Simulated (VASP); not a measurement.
# ZnSe (I-4m2) in VASP: single point with LDA

Aim: the single point of ZnSe with LDA.

All numbers are computed with VASP 6.6.1; they aren't measurements. Logs are shortened: lines on timing, memory, paths and dates and some standing lists are left out, and cuts for length are marked.

### 1 The cell of the first run

It takes space group I-4m2 (No. 119, tetragonal). The conventional cell has a = 4.121 Å, b = 4.121 Å, c = 5.361 Å, α = 90.00°, β = 90.00°, γ = 90.00°. Within 3.2 Å of Zn (site symmetry -4m2) lie 4 Se at 2.46 Å. Se (site symmetry -4m2) has 4 Zn at 2.46 Å within 3.2 Å.

### 2 Single point, LDA

Input file INCAR:

```
ALGO = Normal
EDIFF = 1E-6
ENCUT = 520
ISIF = 2
ISMEAR = 0
LASPH = T
LCHARG = F
LREAL = F
LWAVE = F
NBANDS = 16
NELM = 100
PREC = Accurate
SIGMA = 0.05
```

Input file KPOINTS:

```
k-points
0
Gamma
  10 10 10
```

Input file POSCAR:

```
ZnSe
1.0
    0.0000000000      2.9136670334      2.6805736707
    2.9136670334      0.0000000000      2.6805736707
    2.9136670334      2.9136670334      0.0000000000
Zn Se
1 1
Direct
    0.0000000000      0.0000000000      0.0000000000
    0.7500000000      0.7500000000      0.7500000000
```

Potentials or basis: VASP PAW LDA potentials, release 64 (Zn, Se).

Launch:

```bash
cat potpaw_LDA.64/Zn/POTCAR potpaw_LDA.64/Se/POTCAR > POTCAR
mpirun -np 1 vasp_std > vasp.out
```

OUTCAR:

```text
EDIFF = 1E-6
   ENCUT = 520
   ISIF = 2
   ISMEAR = 0
   LASPH = T
   LREAL = F
   NELM = 100
   PREC = Accurate

 ion  position               nearest neighbor table
   1  0.000  0.000  0.000-   2 2.46   2 2.46   2 2.46   2 2.46
   2  0.750  0.750  0.750-   1 2.46   1 2.46   1 2.46   1 2.46

  LATTYP: Found a body centered tetragonal cell.
 ALAT       =     4.1205474349
 C/A-ratio  =     1.3010764774

  Lattice vectors:

 A1 = (   0.0000000000,  -2.9136670334,  -2.6805736707)
 A2 = (   0.0000000000,   2.9136670334,  -2.6805736707)
 A3 = (   2.9136670334,   0.0000000000,   2.6805736707)

Analysis of symmetry for initial positions (statically):
=====================================================================
 Subroutine PRICEL returns:
 Original cell was already a primitive cell.

 Routine SETGRP: Setting up the symmetry group for a
 body centered tetragonal supercell.

 Subroutine GETGRP returns: Found  8 space group operations
 (whereof  8 operations were pure point group operations)
 out of a pool of 16 trial point group operations.

The static configuration has the point symmetry D_2d.

Analysis of symmetry for dynamics (positions and initial velocities):
=====================================================================
 Subroutine PRICEL returns:
 Original cell was already a primitive cell.

 Routine SETGRP: Setting up the symmetry group for a
 body centered tetragonal supercell.

 Subroutine GETGRP returns: Found  8 space group operations
 (whereof  8 operations were pure point group operations)
 out of a pool of 16 trial point group operations.

The dynamic configuration has the point symmetry D_2d.

 Subroutine INISYM returns: Found  8 space group operations
 (whereof  8 operations are pure point group operations),
 and found     1 'primitive' translations

----------------------------------------------------------------------------------------

                                     Primitive cell

  volume of cell :      45.5132

  direct lattice vectors                    reciprocal lattice vectors
     0.000000000  2.913667033  2.680573671    -0.171605058  0.171605058  0.186527237
     2.913667033  0.000000000  2.680573671     0.171605058 -0.171605058  0.186527237
     2.913667033  2.913667033  0.000000000     0.171605058  0.171605058 -0.186527237

  length of vectors
     3.959157838  3.959157838  4.120547435     0.306086592  0.306086592  0.306086592

[... 73 lines left out ...]
   ICHARG =      2    charge: 1-file 2-atom 10-const
   ISPIN  =      1    spin polarized calculation?
   LNONCOLLINEAR =      F non collinear calculations
   LSORBIT =      F    spin-orbit coupling
   LASPH  =      T    aspherical Exc in radial PAW
   ENCUT  =  520.0 eV  38.22 Ry    6.18 a.u.   7.36  7.36  7.66*2*pi/ulx,y,z
   NELM   =    100;   NELMIN=  2; NELMDL= -5     # of ELM steps
   EDIFF  = 0.1E-05   stopping-criterion for ELM
   LREAL  =      F    real-space projection
   EDIFFG = 0.1E-04   stopping-criterion for IOM
   NSW    =      0    number of steps for IOM
   IBRION =     -1    ionic relax: 0-MD 1-quasi-New 2-CG
   NFREE  =      0    steps in history (QN), initial steepest desc. (CG)
   ISIF   =      2    stress and relaxation
   ISYM   =      2    0-nonsym 1-usesym 2-fastsym
   POTIM  = 0.5000    time-step for ionic-motion
   TEBEG  =    0.0;   TEEND  =   0.0 temperature during run
   PSTRESS=    0.0 pullay stress
   NELECT =      18.0000    total number of electrons
   NUPDOWN=      -1.0000    fix difference up-down
   EMIN   =  10.00;   EMAX   =-10.00  energy-range for DOS
   EFERMI =   0.00;   METHOD = LEGACY
   ISMEAR =     0;   SIGMA  =   0.05  broadening in eV -4-tet -1-fermi 0-gaus
   EFERMI_NEDOS =   21; number of points for ismear=-14 and -15
   IALGO  =     38    algorithm
   IMIX   =      4    mixing-type and parameters
     AMIX     =   0.40;   BMIX     =  1.00
     AMIX_MAG =   1.60;   BMIX_MAG =  1.00
  volume/ion in A,a.u.               =      22.76       153.57
  Fermi-wavevector in a.u.,A,eV,Ry     =   1.201673  2.270834 19.647073  1.444019
  Thomas-Fermi vector in A             =   2.337476
   LORBIT       =      0    0 simple, 1 ext, 2 COOP (PROOUT), +10 PAW based schemes
   GGA     = CA    functional components
   LHFCALC =     F    Hartree Fock is set to
   AEXX    =    0.0000 exact exchange contribution
   IVDW    =     0    specifies the selected vdW correction
   LEPSILON=     F    determine dielectric tensor
   LRPA    =     F    only Hartree local field effects (RPA)
 non-spin polarized calculation
 Gauss-broadening in eV      SIGMA  =   0.05
  energy-cutoff  :      520.00
  volume of cell :       45.51
 maximum number of plane-waves:      1250
 NGX is ok and might be reduce to    30
   NGX = 15   NGY = 15   NGZ = 15

 number of electron      18.0000000 magnetization

 Free energy of the ion-electron system (eV)
  ---------------------------------------------------
  ext. energy  EPLUGINS =         0.00000000
  ---------------------------------------------------
  free energy    TOTEN  =        -7.32762959 eV

  energy without entropy =       -7.32762959  energy(sigma->0) =       -7.32762959

 E-fermi :   1.9597     XC(G=0):  -9.7044

 val. band max:        1.6725916320   @ k =   0.0000   0.0000   0.0000
 cond. band min:       2.5465692927   @ k =   0.0000   0.0000   0.0000
 fundamental gap:      0.8739776607
 Fermi energy:         1.9596566523

 k-point     1 :       0.0000    0.0000    0.0000
  band No.  band energies     occupation
      1     -11.7711      2.00000
      2      -5.1734      2.00000
      3      -5.1734      2.00000
      4      -5.1418      2.00000
      5      -4.8198      2.00000
      6      -4.8041      2.00000
[... 433 lines left out ...]
      3      -5.0004      2.00000
      4      -4.9903      2.00000
      5      -4.7700      2.00000
      6      -4.7387      2.00000
[... 8 lines left out ...]
     15      14.5506      0.00000
     16      16.2387      0.00000

 [... further k-points ...]
[... 5 lines left out ...]
  --------------------------------------------------------------------------------------
  -------------------------------------------------------------------------------------
  Total       -1.1872492     -1.1872492     -0.3795678      0.0000000      0.0000000     -0.0000000
  in kB      -41.7940926    -41.7940926    -13.3617211      0.0000000      0.0000000     -0.0000000
  external PRESSURE =     -32.3166355 kB  Pullay stress =       0.0000000 kB

 VOLUME and BASIS-vectors are now :
 -----------------------------------------------------------------------------
  energy-cutoff  :      520.00
  volume of cell :       45.51
      direct lattice vectors                 reciprocal lattice vectors
     0.000000000  2.913667033  2.680573671    -0.171605058  0.171605058  0.186527237
     2.913667033  0.000000000  2.680573671     0.171605058 -0.171605058  0.186527237
     2.913667033  2.913667033  0.000000000     0.171605058  0.171605058 -0.186527237

 POSITION                                       TOTAL-FORCE (eV/Angst)
 -----------------------------------------------------------------------------------
      0.00000      0.00000      0.00000        -0.000000     -0.000000     -0.000000
      4.37050      4.37050      4.02086         0.000000      0.000000      0.000000
 -----------------------------------------------------------------------------------
    total drift:                               -0.000001     -0.000001     -0.000004

  FREE ENERGIE OF THE ION-ELECTRON SYSTEM (eV)
  ---------------------------------------------------
  free  energy   TOTEN  =        -7.3276295875 eV

  energy  without entropy=       -7.3276295875  energy(sigma->0) =       -7.32762959
```

OSZICAR:

```text
N       E                     dE             d eps       ncg     rms          rms(c)
DAV:   1     0.864586912552E+02    0.86459E+02   -0.88513E+03  3272   0.130E+03
DAV:   2    -0.216330310141E+01   -0.88622E+02   -0.83286E+02  3720   0.252E+02
DAV:   3    -0.759301082816E+01   -0.54297E+01   -0.54093E+01  4000   0.614E+01
DAV:   4    -0.763718853169E+01   -0.44178E-01   -0.44173E-01  4056   0.590E+00
DAV:   5    -0.763741338276E+01   -0.22485E-03   -0.22485E-03  4088   0.377E-01    0.475E+00
DAV:   6    -0.735762087925E+01    0.27979E+00   -0.55362E-01  4704   0.246E+01    0.363E+00
DAV:   7    -0.733255474785E+01    0.25066E-01   -0.14343E-01  4064   0.364E+00    0.152E+00
DAV:   8    -0.732815516705E+01    0.43996E-02   -0.31946E-03  4984   0.718E-01    0.402E-01
DAV:   9    -0.732761796130E+01    0.53721E-03   -0.90009E-04  3848   0.242E-01    0.582E-02
DAV:  10    -0.732763440440E+01   -0.16443E-04   -0.95383E-05  4072   0.985E-02    0.156E-02
DAV:  11    -0.732762950750E+01    0.48969E-05   -0.11308E-05  4840   0.543E-02    0.368E-03
DAV:  12    -0.732762958753E+01   -0.80033E-07   -0.18835E-06  3496   0.921E-03
   1 F= -.73276296E+01 E0= -.73276296E+01  d E =-.136443E-18
```

Wall time 44 s (1 thread of Intel Xeon Platinum 8488C (Sapphire Rapids), shared host); peak memory 0.21 GiB.

What came out:

- Free energy: -7.3276 eV
- Pressure: -3.2 GPa
- Band gap on the k mesh: 0.87 eV, direct

Stress tensor (GPa, compression positive):
```
-4.18  0.00  0.00
 0.00 -4.18  0.00
 0.00  0.00 -1.34
```

LDA gaps usually lie below the measured ones, often by a third to a half.
